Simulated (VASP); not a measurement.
# MgS in VASP: further runs, part 2 of 2

VASP 6.6.1. The steps go on from the part before.

### Step 3. Single point, r2SCAN (atoms moved at random)

INCAR

```
  METAGGA = R2SCAN
  ISMEAR = 0
  SIGMA = 0.03
  LWAVE = False
  LCHARG = False
  ISIF = 2
  ISYM = 0
  PREC = Accurate
  LASPH = True
  LREAL = False
  ALGO = Normal
  EDIFF = 1E-7
  NELM = 120
  GGA_COMPAT = False
  ENCUT = 420
  EFERMI = MIDGAP
  LMIXTAU = True
  NSIM = 4
```

KPOINTS

```
k-points
0
Gamma
  2 2 2
```

POSCAR

```
MgS
1.0
    0.0000000000      5.2033000000      5.2033000000
    5.2033000000      0.0000000000      5.2033000000
    7.8049500000      7.8049500000      0.0000000000
S Mg
12 12
Direct
    0.2527930000      0.2494100000      0.1721350000
    0.2457930000      0.2539460000      0.4968490000
    0.2565380000      0.2422500000      0.8347150000
    0.2497450000      0.7510670000      0.1681940000
    0.2527910000      0.7434970000      0.4982000000
    0.2541290000      0.7540590000      0.8331200000
    0.7534420000      0.2469660000      0.1676910000
    0.7521970000      0.2537170000      0.4948410000
    0.7408230000      0.2528000000      0.8347880000
    0.7533200000      0.7557030000      0.1659330000
    0.7489020000      0.7562810000      0.4918430000
    0.7455820000      0.7459250000      0.8326740000
    0.0062320000     -0.0015080000     -0.0016420000
   -0.0018570000      0.0046870000      0.3264000000
   -0.0016370000     -0.0033840000      0.6702280000
    0.0023020000      0.5028980000     -0.0023790000
   -0.0000970000      0.4969170000      0.3367870000
   -0.0054350000      0.5063030000      0.6683400000
    0.5011810000     -0.0050980000     -0.0020510000
    0.5047720000      0.0002910000      0.3284200000
    0.5043200000      0.0002440000      0.6637460000
    0.5121270000      0.4977940000     -0.0050880000
    0.4928890000      0.5062830000      0.3416920000
    0.5001680000      0.4998800000      0.6641620000
```

Potentials or basis: VASP PAW PBE potentials, release 64 (S, Mg).

Started as:

```console
cat potpaw_PBE.64/S/POTCAR potpaw_PBE.64/Mg/POTCAR > POTCAR
mpirun -np 8 vasp_std > vasp.out
```

OUTCAR:

```text
METAGGA = R2SCAN
   ISMEAR = 0
   ISIF = 2
   ISYM = 0
   PREC = Accurate
   LASPH = True
   LREAL = False
   EDIFF = 1E-7
   NELM = 120
   ENCUT = 420
   EFERMI = MIDGAP

 ion  position               nearest neighbor table
   1  0.253  0.249  0.172-  20 2.53  17 2.57  14 2.60  22 2.64  16 2.67  19 2.68
   2  0.246  0.254  0.497-  17 2.53  23 2.60  15 2.63  20 2.63  21 2.65  18 2.65
   3  0.257  0.242  0.835-  19 2.55  13 2.57  21 2.59  24 2.61  16 2.63  18 2.66
   4  0.250  0.751  0.168-  14 2.56  19 2.58  13 2.59  23 2.62  17 2.62  22 2.67
   5  0.253  0.743  0.498-  23 2.46  18 2.58  24 2.58  20 2.65  15 2.66  14 2.67
   6  0.254  0.754  0.833-  13 2.56  21 2.58  15 2.60  22 2.61  16 2.62  24 2.64
   7  0.753  0.247  0.168-  14 2.51  20 2.58  22 2.60  13 2.61  16 2.63  23 2.71
   8  0.752  0.254  0.495-  23 2.55  17 2.56  24 2.60  21 2.61  14 2.61  15 2.65
   9  0.741  0.253  0.835-  22 2.53  24 2.58  19 2.59  15 2.62  18 2.64  13 2.66
  10  0.753  0.756  0.166-  20 2.54  13 2.58  17 2.62  19 2.62  16 2.63  23 2.65
  11  0.749  0.756  0.492-  20 2.55  17 2.56  14 2.59  21 2.61  24 2.63  18 2.66
  12  0.746  0.746  0.833-  22 2.51  18 2.53  21 2.57  19 2.59  15 2.62  16 2.62
  13  0.006  0.998  0.998-   6 2.56   3 2.57  10 2.58   4 2.59   7 2.61   9 2.66  14 3.61  19 3.63
                            22 3.66
  14  0.998  0.005  0.326-   7 2.51   4 2.56  11 2.59   1 2.60   8 2.61   5 2.67  13 3.61  20 3.64
                            16 3.65  23 3.66
  15  0.998  0.997  0.670-   6 2.60   9 2.62  12 2.62   2 2.63   8 2.65   5 2.66  16 3.62  18 3.63
                            19 3.64
  16  0.002  0.503  0.998-   6 2.62  12 2.62   7 2.63   3 2.63  10 2.63   1 2.67  15 3.62  22 3.64
                            14 3.65  18 3.65  19 3.65
  17  1.000  0.497  0.337-   2 2.53   8 2.56  11 2.56   1 2.57  10 2.62   4 2.62  24 3.65
  18  0.995  0.506  0.668-  12 2.53   5 2.58   9 2.64   2 2.65  11 2.66   3 2.66  22 3.58  21 3.62
                            15 3.63  23 3.64  16 3.65
  19  0.501  0.995  0.998-   3 2.55   4 2.58  12 2.59   9 2.59  10 2.62   1 2.68  13 3.63  22 3.64
                            15 3.64  16 3.65
  20  0.505  0.000  0.328-   1 2.53  10 2.54  11 2.55   7 2.58   2 2.63   5 2.65  23 3.61  14 3.64

  21  0.504  0.000  0.664-  12 2.57   6 2.58   3 2.59   8 2.61  11 2.61   2 2.65  18 3.62  23 3.64

  22  0.512  0.498  0.995-  12 2.51   9 2.53   7 2.60   6 2.61   1 2.64   4 2.67  18 3.58  19 3.64
                            16 3.64  13 3.66
  23  0.493  0.506  0.342-   5 2.46   8 2.55   2 2.60   4 2.62  10 2.65   7 2.71  24 3.56  20 3.61
                            18 3.64  21 3.64  14 3.66
  24  0.500  0.500  0.664-   5 2.58   9 2.58   8 2.60   3 2.61  11 2.63   6 2.64  23 3.56  17 3.65

IMPORTANT INFORMATION: All symmetrisations will be switched off!
NOSYMM: (Re-)initialisation of all symmetry stuff for point group C_1.

----------------------------------------------------------------------------------------

                                     Primitive cell

  volume of cell :     422.6276

  direct lattice vectors                    reciprocal lattice vectors
     0.000000000  5.203300000  5.203300000    -0.096092864  0.096092864  0.096092864
     5.203300000  0.000000000  5.203300000     0.096092864 -0.096092864  0.096092864
     7.804950000  7.804950000  0.000000000     0.064061909  0.064061909 -0.064061909

  length of vectors
     7.358577429  7.358577429 11.037866144     0.166437723  0.166437723  0.110958482

  position of ions in fractional coordinates (direct lattice)
     0.252793000  0.249410000  0.172135000
     0.245793000  0.253946000  0.496849000
     0.256538000  0.242250000  0.834715000
     0.249745000  0.751067000  0.168194000
     0.252791000  0.743497000  0.498200000
     0.254129000  0.754059000  0.833120000
[... 16 lines left out ...]
     0.492889000  0.506283000  0.341692000
     0.500168000  0.499880000  0.664162000

  ion indices of the primitive-cell ions
   primitive index   ion index
[... 71 lines left out ...]
   ISTART =      0    job   : 0-new  1-cont  2-samecut
   ICHARG =      2    charge: 1-file 2-atom 10-const
   ISPIN  =      1    spin polarized calculation?
   LNONCOLLINEAR =      F non collinear calculations
   LSORBIT =      F    spin-orbit coupling
   LASPH  =      T    aspherical Exc in radial PAW
   ENCUT  =  420.0 eV  30.87 Ry    5.56 a.u.  12.30 12.30 18.44*2*pi/ulx,y,z
   NELM   =    120;   NELMIN=  2; NELMDL= -5     # of ELM steps
   EDIFF  = 0.1E-06   stopping-criterion for ELM
   LREAL  =      F    real-space projection
   EDIFFG = 0.1E-05   stopping-criterion for IOM
   NSW    =      0    number of steps for IOM
   IBRION =     -1    ionic relax: 0-MD 1-quasi-New 2-CG
   NFREE  =      0    steps in history (QN), initial steepest desc. (CG)
   ISIF   =      2    stress and relaxation
   ISYM   =      0    0-nonsym 1-usesym 2-fastsym
   POTIM  = 0.5000    time-step for ionic-motion
   TEBEG  =    0.0;   TEEND  =   0.0 temperature during run

   SCALEE = 1.0000    scale energy and forces
   PSTRESS=    0.0 pullay stress
   NELECT =      96.0000    total number of electrons
   NUPDOWN=      -1.0000    fix difference up-down
   EMIN   =  10.00;   EMAX   =-10.00  energy-range for DOS
   EFERMI =   0.00;   METHOD = MIDGAP
   ISMEAR =     0;   SIGMA  =   0.03  broadening in eV -4-tet -1-fermi 0-gaus
   EFERMI_NEDOS =   21; number of points for ismear=-14 and -15
   IALGO  =     38    algorithm
   IMIX   =      4    mixing-type and parameters
     AMIX     =   0.40;   BMIX     =  1.00
     AMIX_MAG =   1.60;   BMIX_MAG =  1.00
  volume/ion in A,a.u.               =      17.61       118.83
  Fermi-wavevector in a.u.,A,eV,Ry     =   0.998878  1.887606 13.575323  0.997758
  Thomas-Fermi vector in A             =   2.131131
   LORBIT       =      0    0 simple, 1 ext, 2 COOP (PROOUT), +10 PAW based schemes
   METAGGA = R2SCAN    functional components
   LHFCALC =     F    Hartree Fock is set to
   AEXX    =    0.0000 exact exchange contribution
   IVDW    =     0    specifies the selected vdW correction
   LEPSILON=     F    determine dielectric tensor
   LRPA    =     F    only Hartree local field effects (RPA)

   CSHIFT  =0.1000    complex shift for real part using Kramers Kronig

   OMEGAMAX=  -1.0    maximum frequency
 non-spin polarized calculation
 Gauss-broadening in eV      SIGMA  =   0.03
  energy-cutoff  :      420.00
  volume of cell :      422.63
 maximum number of plane-waves:      8299
 NGX is ok and might be reduce to    50
   NGX = 25   NGY = 25   NGZ = 37

 number of electron      96.0000003 magnetization

 Free energy of the ion-electron system (eV)
  ---------------------------------------------------
  ext. energy  EPLUGINS =         0.00000000
  ---------------------------------------------------
  free energy    TOTEN  =      -185.64174024 eV

  energy without entropy =     -185.64174024  energy(sigma->0) =     -185.64174024

 E-fermi :   5.2393     XC(G=0): -10.0833

 val. band max:        3.5537160105   @ k =   0.0000   0.0000   0.0000
 cond. band min:       6.9248448401   @ k =   0.0000   0.0000   0.5000
 fundamental gap:      3.3711288296
 Fermi energy:         5.2392804253

 k-point     1 :       0.0000    0.0000    0.0000
  band No.  band energies     occupation
      1      -9.6994      2.00000
      2      -8.8824      2.00000
      3      -8.6549      2.00000
      4      -8.4583      2.00000
      5      -8.3666      2.00000
      6      -8.3302      2.00000
[... 493 lines left out ...]
     59       9.8193      0.00000
     60       9.8557      0.00000
 [bands above 60 left out]

------------------------ aborting loop because EDIFF is reached ----------------------------------------

  FORCE on cell =-STRESS in cart. coord.  units (eV):
  Direction    XX          YY          ZZ          XY          YZ          ZX
  --------------------------------------------------------------------------------------
  -------------------------------------------------------------------------------------
  Total        0.1883427     -0.1381249     -0.5344684     -0.4152949      0.4268441      0.4694062
  in kB        0.7140053     -0.5236304     -2.0261648     -1.5743790      1.6181621      1.7795144
  external PRESSURE =      -0.6119299 kB  Pullay stress =       0.0000000 kB

 VOLUME and BASIS-vectors are now :
 -----------------------------------------------------------------------------
  energy-cutoff  :      420.00
  volume of cell :      422.63
      direct lattice vectors                 reciprocal lattice vectors
     0.000000000  5.203300000  5.203300000    -0.096092864  0.096092864  0.096092864
     5.203300000  0.000000000  5.203300000     0.096092864 -0.096092864  0.096092864
     7.804950000  7.804950000  0.000000000     0.064061909  0.064061909 -0.064061909

 POSITION                                       TOTAL-FORCE (eV/Angst)
 -----------------------------------------------------------------------------------
      2.64126      2.65886      2.61311        -0.272988     -0.436499      0.052525
      5.19924      5.15682      2.60029         0.166301      0.423768     -0.163322
      7.77541      7.84975      2.59534         0.199025     -0.353653      0.119301
      5.22077      2.61224      5.20753        -0.237464      0.067386      0.127035
      7.75706      5.20377      5.18399         0.658076      0.015507     -0.035139
     10.42606      7.82477      5.24590        -0.211622     -0.253121     -0.269752
[... 16 lines left out ...]
      5.30123      5.23154      5.19899        -0.578059     -0.222272      0.035096
      7.78478      7.78628      5.20355         0.034649      0.008209      0.064014
 -----------------------------------------------------------------------------------
    total drift:                                0.003698      0.004950     -0.009254

  FREE ENERGIE OF THE ION-ELECTRON SYSTEM (eV)
  ---------------------------------------------------
  free  energy   TOTEN  =      -185.6417402437 eV

  energy  without entropy=     -185.6417402437  energy(sigma->0) =     -185.64174024
```

Wall time 4.7 min (8 MPI ranks of AMD EPYC 7R13 (Zen 3), shared host); peak memory 0.19 GiB.

Results:

```
Free energy            : -185.6417 eV
Pressure               : -0.1 GPa
Largest force          : 0.659 eV/Å
Band gap on the k mesh : 3.37 eV
```

Forces in eV/Å, atoms in the order of the input:
```
S   -0.273 -0.436  0.053
S    0.166  0.424 -0.163
S    0.199 -0.354  0.119
S   -0.237  0.067  0.127
S    0.658  0.016 -0.035
S   -0.212 -0.253 -0.270
S    0.088 -0.316  0.337
S    0.083  0.307 -0.326
S   -0.348  0.129  0.216
S   -0.400 -0.175 -0.187
S    0.298  0.390 -0.191
S    0.023  0.240  0.485
Mg   0.170  0.023 -0.104
Mg   0.039  0.210  0.102
Mg  -0.068 -0.101  0.264
Mg   0.084  0.287 -0.114
Mg  -0.140 -0.129  0.195
Mg  -0.442 -0.031 -0.054
Mg   0.367  0.196 -0.056
Mg   0.199 -0.060 -0.021
Mg  -0.047 -0.297  0.036
Mg   0.336  0.078 -0.511
Mg  -0.578 -0.222  0.035
Mg   0.035  0.008  0.064
```

Caveat: the k points lie up to 0.52 Å⁻¹ apart; the cell differs from its parent crystal (atoms moved at random); the PAW data sets were made with another functional, which shifts forces and pressure a little.
